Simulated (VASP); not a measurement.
# Sr (Fd-3m) in VASP: further runs, part 2 of 2

VASP 6.6.1.

### Step 4. Single point, RPBE (volume scaled by 0.96)

Input file INCAR:

```
SYSTEM = Sr
  PREC = Accurate
  ENCUT = 520
  EDIFF = 1E-6
  ISMEAR = -1
  SIGMA = 0.1
  LREAL = .False.
  LASPH = .True.
  NELM = 80
  ALGO = Normal
  ISIF = 2
  LWAVE = .False.
  LCHARG = .False.
  GGA = RP
  NBANDS = 17
```

Input file KPOINTS:

```
Automatic mesh
0
Gamma
  6 6 6
  0 0 0
```

Input file POSCAR:

```
Sr
1.0
    0.0000000000      4.8640449480      4.8640449480
    4.8640449480      0.0000000000      4.8640449480
    4.8640449480      4.8640449480      0.0000000000
Sr
2
Direct
    0.1250000000      0.1250000000      0.1250000000
    0.8750000000      0.8750000000      0.8750000000
```

Potentials or basis: VASP PAW PBE potentials, release 64 (Sr_sv).

Command:

```bash
cat potpaw_PBE.64/Sr_sv/POTCAR > POTCAR
mpirun -np 1 vasp_std > vasp.out
```

OUTCAR:

```text
SYSTEM = Sr
   PREC = Accurate
   ENCUT = 520
   EDIFF = 1E-6
   ISMEAR = -1
   LREAL = .False.
   LASPH = .True.
   NELM = 80
   ISIF = 2
   GGA = RP

 ion  position               nearest neighbor table
   1  0.125  0.125  0.125-   2 4.21   2 4.21   2 4.21   2 4.21
   2  0.875  0.875  0.875-   1 4.21   1 4.21   1 4.21   1 4.21

  LATTYP: Found a face centered cubic cell.
 ALAT       =     9.7280898960

  Lattice vectors:

 A1 = (   0.0000000000,   4.8640449480,   4.8640449480)
 A2 = (   4.8640449480,   0.0000000000,   4.8640449480)
 A3 = (   4.8640449480,   4.8640449480,   0.0000000000)

Analysis of symmetry for initial positions (statically):
=====================================================================
 Subroutine PRICEL returns:
 Original cell was already a primitive cell.

 Routine SETGRP: Setting up the symmetry group for a
 face centered cubic supercell.

 Subroutine GETGRP returns: Found 48 space group operations
 (whereof 12 operations were pure point group operations)
 out of a pool of 48 trial point group operations.

The static configuration has the point symmetry D_3d.
 The point group associated with its full space group is O_h .

Analysis of symmetry for dynamics (positions and initial velocities):
=====================================================================
 Subroutine PRICEL returns:
 Original cell was already a primitive cell.

 Routine SETGRP: Setting up the symmetry group for a
 face centered cubic supercell.

 Subroutine GETGRP returns: Found 48 space group operations
 (whereof 12 operations were pure point group operations)
 out of a pool of 48 trial point group operations.

The dynamic configuration has the point symmetry D_3d.
 The point group associated with its full space group is O_h .
[... 102 lines left out ...]
   NUPDOWN=      -1.0000    fix difference up-down
   EMIN   =  10.00;   EMAX   =-10.00  energy-range for DOS
   EFERMI =   0.00;   METHOD = LEGACY
   ISMEAR =    -1;   SIGMA  =   0.10  broadening in eV -4-tet -1-fermi 0-gaus
   EFERMI_NEDOS =   21; number of points for ismear=-14 and -15
   IALGO  =     38    algorithm
   IMIX   =      4    mixing-type and parameters
     AMIX     =   0.40;   BMIX     =  1.00
     AMIX_MAG =   1.60;   BMIX_MAG =  1.00
  volume/ion in A,a.u.               =     115.08       776.59
  Fermi-wavevector in a.u.,A,eV,Ry     =   0.725121  1.370280  7.153953  0.525801
  Thomas-Fermi vector in A             =   1.815763
   LORBIT       =      0    0 simple, 1 ext, 2 COOP (PROOUT), +10 PAW based schemes
   GGA     = RP    functional components
   LHFCALC =     F    Hartree Fock is set to
   AEXX    =    0.0000 exact exchange contribution
   IVDW    =     0    specifies the selected vdW correction
   LEPSILON=     F    determine dielectric tensor
   LRPA    =     F    only Hartree local field effects (RPA)
 non-spin polarized calculation
  energy-cutoff  :      520.00
  volume of cell :      230.16
 maximum number of plane-waves:      6233
 NGX is ok and might be reduce to    54
   NGX = 25   NGY = 25   NGZ = 25

 number of electron      20.0000000 magnetization

 Free energy of the ion-electron system (eV)
  ---------------------------------------------------
  ext. energy  EPLUGINS =         0.00000000
  ---------------------------------------------------
  free energy    TOTEN  =        -1.17444270 eV

  energy without entropy =       -1.06558098  energy(sigma->0) =       -1.12001184

 E-fermi :  -0.2856     XC(G=0):  -5.1134

 val. band max:       -0.3194456648   @ k =   0.3333   0.1667   0.0000
 cond. band min:      -0.2279061472   @ k =  -0.3333   0.3333   0.1667
 fundamental gap:      0.0915395176
 Fermi energy:        -0.2856389502

 k-point     1 :       0.0000    0.0000    0.0000
  band No.  band energies     occupation
      1     -38.0295      2.00000
      2     -38.0190      2.00000
      3     -20.0029      2.00000
      4     -20.0029      2.00000
      5     -20.0029      2.00000
      6     -19.9444      2.00000
[... 297 lines left out ...]
      4     -20.0133      2.00000
      5     -19.9740      2.00000
      6     -19.9740      2.00000
[... 9 lines left out ...]
     16       1.0338      0.00000
     17       1.8340      0.00000

------------------------ aborting loop because EDIFF is reached ----------------------------------------

  FORCE on cell =-STRESS in cart. coord.  units (eV):
  Direction    XX          YY          ZZ          XY          YZ          ZX
  --------------------------------------------------------------------------------------
  -------------------------------------------------------------------------------------
  Total        0.1705893      0.1705893      0.1705893     -0.0000000     -0.0000000     -0.0000000
  in kB        1.1875164      1.1875164      1.1875164     -0.0000000     -0.0000000     -0.0000000
  external PRESSURE =       1.1875164 kB  Pullay stress =       0.0000000 kB

 VOLUME and BASIS-vectors are now :
 -----------------------------------------------------------------------------
  energy-cutoff  :      520.00
  volume of cell :      230.16
      direct lattice vectors                 reciprocal lattice vectors
     0.000000000  4.864044948  4.864044948    -0.102795103  0.102795103  0.102795103
     4.864044948  0.000000000  4.864044948     0.102795103 -0.102795103  0.102795103
     4.864044948  4.864044948  0.000000000     0.102795103  0.102795103 -0.102795103

 POSITION                                       TOTAL-FORCE (eV/Angst)
 -----------------------------------------------------------------------------------
      1.21601      1.21601      1.21601         0.000000      0.000000     -0.000000
      8.51208      8.51208      8.51208        -0.000000      0.000000      0.000000
 -----------------------------------------------------------------------------------
    total drift:                               -0.000000      0.000000     -0.000000

  FREE ENERGIE OF THE ION-ELECTRON SYSTEM (eV)
  ---------------------------------------------------
  free  energy   TOTEN  =        -1.1744427029 eV

  energy  without entropy=       -1.0655809844  energy(sigma->0) =       -1.12001184
```

stdout:

```text
POSCAR found type information on POSCAR Sr
 POSCAR found :  1 types and       2 ions
 scaLAPACK will be used
 -----------------------------------------------------------------------------
|                                                                             |
|                                                                             |
|     You enforced a specific xc type in the INCAR file but a different       |
|     I HOPE YOU KNOW WHAT YOU ARE DOING!                                     |
|                                                                             |
 -----------------------------------------------------------------------------

 LDA part: xc-table for (Slater+PW92), standard interpolation
 POSCAR, INCAR and KPOINTS ok, starting setup
 FFT: planning ... GRIDC
 FFT: planning ... GRID_SOFT
 FFT: planning ... GRID
 WAVECAR not read
 entering main loop
```

Wall time 67 s (1 thread of Intel Xeon Platinum 8488C (Sapphire Rapids), shared host); peak memory 0.4 GiB.

Results:

* Free energy: -1.1744 eV
* Pressure: 0.1 GPa
* Band gap on the k mesh: zero (band 10 reaches 0.35 eV, above the bottom of band 11 at -0.34 eV)

Levels at points of the mesh, in eV from the Fermi level:
| k point | band 6 | band 7 | band 8 | band 9 | band 10 | band 11 | band 12 | band 13 | band 14 | band 15 |
| --- | --- | --- | --- | --- | --- | --- | --- | --- | --- | --- |
| (0.00, 0.00, 0.00) | -19.66 | -19.66 | -19.66 | -2.59 | 0.64 | 0.64 | 0.64 | 0.90 | 0.90 | 1.37 |
| (0.50, 0.00, 0.00) | -19.66 | -19.65 | -19.65 | -1.75 | -0.73 | 0.68 | 0.75 | 0.75 | 0.80 | 0.80 |
| (0.50, 0.50, 0.00) | -19.69 | -19.65 | -19.65 | -1.06 | -1.06 | 0.25 | 0.25 | 0.73 | 0.73 | 1.41 |

Caveat: the cell differs from its parent crystal (volume scaled by 0.96); the PAW data sets were made with another functional, which shifts forces and pressure a little.

### Step 5. Single point, RPBE

This run uses another cell than the first one, of 119.87 Å³/atom, 1.136 times its volume.

Input file INCAR:

```
PREC     = Accurate       # precision mode
ENCUT    = 520            # plane-wave cutoff, eV
EDIFF    = 1E-6           # SCF threshold, eV
ISMEAR   = -1             # smearing method
SIGMA    = 0.1            # smearing width, eV
LREAL    = F              # projectors in reciprocal space
LASPH    = T              # aspherical terms in the spheres
NELM     = 60             # most SCF steps
ALGO     = Normal         # electronic algorithm
ISIF     = 2              # what is computed and relaxed
LWAVE    = F              # write WAVECAR
LCHARG   = F              # write CHGCAR
GGA      = RP             # functional
NBANDS   = 17             # bands
```

Input file KPOINTS:

```
regular mesh
0
Gamma
  6 6 6
```

Input file POSCAR:

```
Sr
1.0
    0.0000000000      4.9306839815      4.9306839815
    4.9306839815      0.0000000000      4.9306839815
    4.9306839815      4.9306839815      0.0000000000
Sr
2
Direct
    0.1250000000      0.1250000000      0.1250000000
    0.8750000000      0.8750000000      0.8750000000
```

Command:

```bash
cat potpaw_PBE.64/Sr_sv/POTCAR > POTCAR
mpirun -np 1 vasp_std > vasp.out
```

Run time: 66 s. Hardware: 1 thread of Intel Xeon Platinum 8488C (Sapphire Rapids), shared host; peak memory 0.4 GiB.

Results (log left out):

| Property | Result |
| --- | --- |
| Free energy | -1.1788 eV |
| Pressure | 0.0 GPa |
| Band gap on the k mesh | zero (band 10 reaches 0.27 eV, above the bottom of band 11 at -0.38 eV) |

Levels at points of the mesh, in eV from the Fermi level:
```csv
k point,band 6,band 7,band 8,band 9,band 10,band 11,band 12,band 13,band 14,band 15
"(0.00, 0.00, 0.00)",-19.70,-19.70,-19.70,-2.55,0.62,0.62,0.62,0.90,0.90,1.34
"(0.50, 0.00, 0.00)",-19.71,-19.70,-19.70,-1.75,-0.73,0.67,0.76,0.76,0.77,0.77
"(0.50, 0.50, 0.00)",-19.73,-19.69,-19.69,-1.07,-1.07,0.28,0.28,0.68,0.68,1.39
```

Caveat: the PAW data sets were made with another functional, which shifts forces and pressure a little.

### Step 6. The runs side by side

```tsv
cell	gap on the mesh (eV)	pressure (GPa)
a = 6.682 Å, angles 60.0°, 2 atoms	none	0.4
a = 6.782 Å, angles 60.0°, 2 atoms	none	0.2
a = 6.879 Å, angles 60.0°, 2 atoms	none	0.1
a = 6.973 Å, angles 60.0°, 2 atoms	none	0.0
```

Alike in all rows: task single point; level RPBE; potentials or basis VASP PAW PBE potentials, release 64 (Sr_sv); no spin polarisation; k mesh 6 × 6 × 6; cutoff (eV) 520; smearing fermi-dirac 0.1 eV.

Caveats: the PAW data sets were made with another functional, which shifts forces and pressure a little.

Absolute energies hang on the potentials; compare differences alone.
